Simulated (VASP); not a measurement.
Here is a VASP 6.6.1 calculation.

Contents of INCAR:

```
ALGO = Normal ; EDIFF = 1E-6
ENCUT = 500 ; GGA = PS
GGA_COMPAT = False ; ISIF = 2
ISMEAR = 0 ; LASPH = True
LCHARG = True ; LELF = True
LREAL = False ; LVHAR = True
LWAVE = False ; NBANDS = 11
NELM = 120 ; PREC = Accurate
SIGMA = 0.01
```

The input KPOINTS:

```
k-points
0
Gamma
  8 8 8
```

File POSCAR:

```
BP
1.0
    0.0000000000      2.2601526829      2.2601526829
    2.2601526829      0.0000000000      2.2601526829
    2.2601526829      2.2601526829      0.0000000000
B P
1 1
Direct
    0.0000000000      0.0000000000      0.0000000000
    0.2500000000      0.2500000000      0.2500000000
```

Potentials or basis: VASP PAW PBE potentials, release 64 (B, P).

Command:

```bash
$ cat potpaw_PBE.64/B/POTCAR potpaw_PBE.64/P/POTCAR > POTCAR
$ mpirun -np 1 vasp_std > vasp.out
```

Task: What does it give for the pressure?

Result: 0.1 GPa.

Task: Predict the band gap on the k mesh.

Result: 1.15 eV, indirect (least direct gap 3.37 eV).

Caveat: the PAW data sets were made with another functional, which shifts forces and pressure a little. A k mesh can miss the band edges.
